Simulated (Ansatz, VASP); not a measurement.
## ScSn3Se: VASP beside Ansatz

```xyz
5
Lattice="5.5634 0.0000 0.0000 0.0000 5.5634 0.0000 0.0000 0.0000 5.5634" Properties=species:S:1:pos:R:3 pbc="T T T"
Sc    0.0000    0.0000    0.0000
Sn    2.7817    0.0000    0.0000
Sn    0.0000    2.7817    0.0000
Sn    0.0000    0.0000    2.7817
Se    2.7817    2.7817    2.7817
```

Alike in both runs: functional PBE; k mesh 8 × 8 × 8; occupations gaussian, width 0.1 eV; no spin polarisation.

Ansatz relaxed the structure, and its values are those at the end. VASP's run is a single point on that final structure, the one shown.

```csv
,VASP,Ansatz
version,VASP 6.6.1,Ansatz 0.2.0
potentials or method,"VASP PAW PBE potentials, release 64 (Sc_sv, Sn_d, Se), cutoff 520 eV","scalar-relativistic, plane waves, PAW"
valence electrons in the cell,59,69
```

|  | VASP | Ansatz | Ansatz less VASP |
| --- | --- | --- | --- |
| gap on the k mesh at the Fermi level (eV) | none | none | - |
| pressure (GPa) | 0.0 | 0.0 | +0.01 |

A gap of «none» marks a metal or a gap that the smearing closes. With one functional, cell and mesh, what is left measures potentials, basis and numerics. VASP's potentials hold 59 valence electrons a cell and Ansatz's 69, so a difference there can come from the potentials and not from the codes.
